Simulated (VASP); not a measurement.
Wanted: the native input for a VASP 6.6.1 run.

```
Task                   : relaxation of shape and atoms at fixed volume
Functional             : PBE
Potentials or basis    : VASP PAW PBE potentials, release 64 (Mg, Cd, Te)
Cutoff                 : 600 eV
k mesh                 : 12 × 12 × 4
Occupations            : gaussian, width 0.02 eV
Spin                   : no spin polarisation
Dipole correction      : no
Further INCAR settings : ALGO = Normal; EDIFF = 1e-06; IBRION = 2; EDIFFG = -0.01; NSW = 50; ISIF = 4
```

The structure of Mg3CdTe4 lies in POSCAR:

```
Mg3CdTe4
1.0
    4.3534994734      0.0000000295      0.0000000000
   -2.1767497622      3.7702411246      0.0000000000
    0.0000000000      0.0000000000     14.1148428355
Mg Cd Te
3 1 4
Direct
    0.0000000000      0.0000000000      0.0000000000
    0.0000000000      0.0000000000      0.7520286221
    0.0000000000      0.0000000000      0.2479713779
    0.0000000000      0.0000000000      0.5000000000
    0.3333333333      0.6666666667      0.8763428818
    0.3333333333      0.6666666667      0.3700221677
    0.6666666667      0.3333333333      0.1236571182
    0.6666666667      0.3333333333      0.6299778323
```

These files were run (other wordings do the same):

INCAR

```
SYSTEM = Mg3CdTe4
PREC = Accurate
ENCUT = 600
EDIFF = 1E-6
ISMEAR = 0
SIGMA = 0.02
LREAL = .False.
LASPH = .True.
NELM = 60
ALGO = Normal
ISIF = 4
LWAVE = .False.
LCHARG = .False.
GGA = PE
IBRION = 2
NSW = 50
EDIFFG = -0.01
KPAR = 4
```

KPOINTS

```
regular mesh
0
Gamma
  12 12 4
  0 0 0
```

Potentials or basis: VASP PAW PBE potentials, release 64 (Mg, Cd, Te).

Command:

```console
$ cat potpaw_PBE.64/Mg/POTCAR potpaw_PBE.64/Cd/POTCAR potpaw_PBE.64/Te/POTCAR > POTCAR
$ mpirun -np 4 vasp_std > vasp.out
```

It gave:

* Energy gained by relaxing: 0.0 meV/atom
* Ionic steps: 2
* Pressure after relaxing: -2.4 GPa
* Largest force after relaxing: 0.008 eV/Å
* Band gap on the k mesh: 0.36 eV (least direct gap 0.79 eV)

Caveat: semilocal functionals underestimate gaps, and a narrow one can read as zero; spin-orbit coupling is left out, which moves the levels of the heavy elements.

Wall time 4.6 min on 4 MPI ranks on Oxide Virtual Turin-like Processor, on a shared host, peak memory 0.78 GiB a rank.
